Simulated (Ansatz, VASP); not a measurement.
Two plane-wave programs on MoSe

INCAR

```
SYSTEM = MoSe
ALGO = Normal
EDIFF = 1E-7
EDIFFG = -0.01
ENCUT = 500
GGA = PE
GGA_COMPAT = .FALSE.
IBRION = 2
ISIF = 3
ISMEAR = 0
LASPH = .TRUE.
LCHARG = .FALSE.
LDAU = .TRUE.
LDAUJ = 0 0
LDAUL = 2 -1
LDAUPRINT = 1
LDAUTYPE = 2
LDAUU = 4.38 0
LMAXMIX = 4
LREAL = .FALSE.
LWAVE = .FALSE.
NELM = 200
NELMIN = 4
NSW = 80
PREC = Accurate
SIGMA = 0.1
```

The input KPOINTS:

```
k-points
0
G
  12 12 12
  0 0 0
```

POSCAR

```
MoSe
1.0
    0.0000000000      2.8639245983      2.8639245983
    2.8639245983      0.0000000000      2.8639245983
    2.8639245983      2.8639245983      0.0000000000
Mo Se
1 1
Direct
    0.0000000000      0.0000000000      0.0000000000
    0.5000000000      0.5000000000      0.5000000000
```

Input for Ansatz:

```yaml
crystal:
  lattice:
    - [0.0, 2.8639245983, 2.8639245983]
    - [2.8639245983, 0.0, 2.8639245983]
    - [2.8639245983, 2.8639245983, 0.0]
  atoms:
    - { symbol: Mo, position: [0.0, 0.0, 0.0] }
    - { symbol: Se, position: [0.5, 0.5, 0.5] }
basis:
  ecutwfc: 420
kpoints:
  mp_grid: { grid: [12, 12, 12] }
hamiltonian:
  xc: pbe
  hubbard: { sites: [{ species: Mo, l: d, u_eff: 4.38 }] }
scf:
  occupations: { method: gaussian, width: 0.1 }
output:
  forces: true
  stress: true
  eigenvalues: true
relax:
  adjacent_minimum: "off"
  f_tol: 0.01
  max_steps: 60
  cell: { stress_tol: 0.05 }
```

Alike in both runs: task relaxation of cell and atoms; functional PBE; k mesh 12 × 12 × 12; occupations gaussian, width 0.1 eV; no spin polarisation; Hubbard terms Mo d U = 4.38 eV.

|  | VASP | Ansatz |
| --- | --- | --- |
| version | VASP 6.6.1 | Ansatz 0.2.0 |
| potentials or method | VASP PAW PBE potentials, release 64 (Mo_sv, Se), cutoff 500 eV | scalar-relativistic, plane waves, PAW |
| valence electrons in the cell | 20 | 30 |

Ansatz gave:

* gap on the k mesh at the Fermi level, each at its own relaxed structure (eV): none
* relaxed volume (Å³/atom): 18.51
* relaxed cell length with the largest relative difference (Å): 3.741

Task: What did VASP give for the same quantities?

Result: gap on the k mesh at the Fermi level, each at its own relaxed structure (eV): none; relaxed volume (Å³/atom): 18.62; relaxed cell length with the largest relative difference (Å): 3.748.

The programs project onto different local orbitals, so the same U acts differently, and such runs can settle in different states. A gap of «none» marks a metal or a gap that the smearing closes. VASP's potentials hold 20 valence electrons a cell and Ansatz's 30, so a difference there can come from the potentials and not from the codes. Ansatz's warnings: filled band counts differ across k points.

Noted on VASP's run: the volume moved by over 15 % at a fixed basis, so the end points are rough.
